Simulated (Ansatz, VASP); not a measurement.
**Two plane-wave programs on NaF**

The input INCAR:

```
PREC = Accurate
ENCUT = 520
EDIFF = 1E-6
ISMEAR = 0
SIGMA = 0.1
LREAL = F
LASPH = T
NELM = 100
ALGO = Normal
ISIF = 2
LWAVE = F
LCHARG = F
GGA = PE
NBANDS = 22
```

KPOINTS

```
regular mesh
0
Gamma
  6 6 6
```

File POSCAR:

```
NaF
1.0
    0.0000000000      3.2429680400      5.2300677000
    1.5652032600      0.0000000000      5.2300677000
    1.5652032600      3.2429680400      0.0000000000
Na F
2 2
Direct
    0.1826694600      0.1826694600      0.8173305400
    0.4326694600      0.4326694600      0.0673305400
    0.8173305400      0.8173305400      0.1826694600
    0.0673305400      0.0673305400      0.4326694600
```

Input for Ansatz:

```yaml
crystal:
  lattice:
    - [0.0, 3.24296804, 5.2300677]
    - [1.56520326, 0.0, 5.2300677]
    - [1.56520326, 3.24296804, 0.0]
  atoms:
    - { symbol: Na, position: [0.18266946, 0.18266946, 0.81733054] }
    - { symbol: Na, position: [0.43266946, 0.43266946, 0.06733054] }
    - { symbol: F, position: [0.81733054, 0.81733054, 0.18266946] }
    - { symbol: F, position: [0.06733054, 0.06733054, 0.43266946] }
basis:
  ecutwfc: 420
kpoints:
  mp_grid: { grid: [6, 6, 6] }
hamiltonian:
  xc: pbe
scf:
  occupations: { method: gaussian, width: 0.1 }
  lower_state_search: "off"
output:
  forces: true
  stress: true
  eigenvalues: true
```

Alike in both runs: task single point; functional PBE; k mesh 6 × 6 × 6; occupations gaussian, width 0.1 eV; no spin polarisation.

|  | VASP | Ansatz |
| --- | --- | --- |
| version | VASP 6.6.1 | Ansatz 0.2.0 |
| potentials or method | VASP PAW PBE potentials, release 64 (Na_pv, F), cutoff 520 eV | scalar-relativistic, plane waves, PAW |
| valence electrons in the cell | 28 | 32 |

Ansatz gave:

```
gap on the k mesh at the Fermi level (eV)                     : 5.93
least direct gap on the mesh (eV)                             : 5.93
pressure (GPa)                                                : 7.4
traceless stress, the component that is largest in VASP (GPa) : -4.04
rms of the force components (eV/Å)                            : 0.208
```

Q: Estimate VASP's values.

A: gap on the k mesh at the Fermi level (eV): 5.91; least direct gap on the mesh (eV): 5.91; pressure (GPa): 7.5; traceless stress, the component that is largest in VASP (GPa): -4.17; rms of the force components (eV/Å): 0.218.

Atom by atom the forces differ by 0.010 eV/Å (rms over components). With one functional, cell and mesh, what is left measures potentials, basis and numerics. VASP's potentials hold 28 valence electrons a cell and Ansatz's 32, so a difference there can come from the potentials and not from the codes.
